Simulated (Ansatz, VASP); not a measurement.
# Two plane-wave programs on InO5

```
In O
1.0
     0.00000    3.91142    3.91142
     3.91142    0.00000    3.91142
     3.91142    3.91142    0.00000
In O
1 5
Direct
  0.50000 0.50000 0.50000
  0.65396 0.03811 0.65396
  0.65396 0.65396 0.65396
  0.03811 0.65396 0.65396
  0.65396 0.65396 0.03811
  0.00000 0.00000 0.00000
```

Alike in both runs: functional PBE; k mesh 8 × 8 × 8; occupations gaussian, width 0.1 eV; collinear spin.

Ansatz relaxed the structure, and its values are those at the end. VASP's run is a single point on that final structure, the one shown.

|  | VASP | Ansatz |
| --- | --- | --- |
| version | VASP 6.6.1 | Ansatz 0.2.0 |
| potentials or method | VASP PAW PBE potentials, release 64 (In_d, O), cutoff 520 eV | scalar-relativistic, plane waves, PAW |
| valence electrons in the cell | 43 | 43 |

```csv
,VASP,Ansatz,Ansatz less VASP
gap on the k mesh at the Fermi level (eV),none,none,-
pressure (GPa),0.0,0.0,0.00
rms of the force components (eV/Å),0.035,0.000,-0.0348
net moment per atom (μB),1.17,1.17,0.000
size of the moment on the site where the two differ most (μB),1.51,1.88,+0.361
```

Site moments also hang on the region over which each program counts them. A gap of «none» marks a metal or a gap that the smearing closes. The functional is the same, so the differences come from potentials, cutoffs and numerics. Ansatz's warnings: xc potential rough in thin density.
